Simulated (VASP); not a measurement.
Crystal: BiTe.

```
Bi Te
1.0
     0.00000    3.23500    3.23500
     3.23500    0.00000    3.23500
     3.23500    3.23500    0.00000
Bi Te
1 1
Direct
  0.00000 0.00000 0.00000
  0.50000 0.50000 0.50000
```

```yaml
Program: VASP 6.6.1
Task: relaxation of cell and atoms
Functional: BLYP
Potentials_or_basis: VASP PAW PBE potentials, release 64 (Bi_d, Te)
Cutoff: 600 eV
k_mesh: 7 × 7 × 7
Occupations: fermi-dirac, width 0.05 eV
Spin: no spin polarisation
```

At the start: pressure 4.7 GPa; volume 33.86 Å³/atom.

Task: Where does the relaxation end?

Result: Over 3 steps the energy falls by 47.0 meV/atom and the volume is 37.36 Å³/atom (+10.3 %); space group Fm-3m (No. 225, to 0.05 Å).

Step by step:
```tsv
step	energy change (eV)	largest force (eV/Å)	pressure (GPa)	volume (Å³)
1	0.0000	0.0000	4.70	67.71
2	-0.0792	0.0000	-1.43	77.91
3	-0.0939	0.0000	0.01	74.71
```

Final structure:
```
Bi Te
1.0
     0.00000    3.34286    3.34286
     3.34286    0.00000    3.34286
     3.34286    3.34286    0.00000
Bi Te
1 1
Direct
  0.00000 0.00000 0.00000
  0.50000 0.50000 0.50000
```

Caveat: the PAW data sets were made with another functional, which shifts forces and pressure a little; the volume moved by +10 % from the deposited cell, more than functionals usually miss.
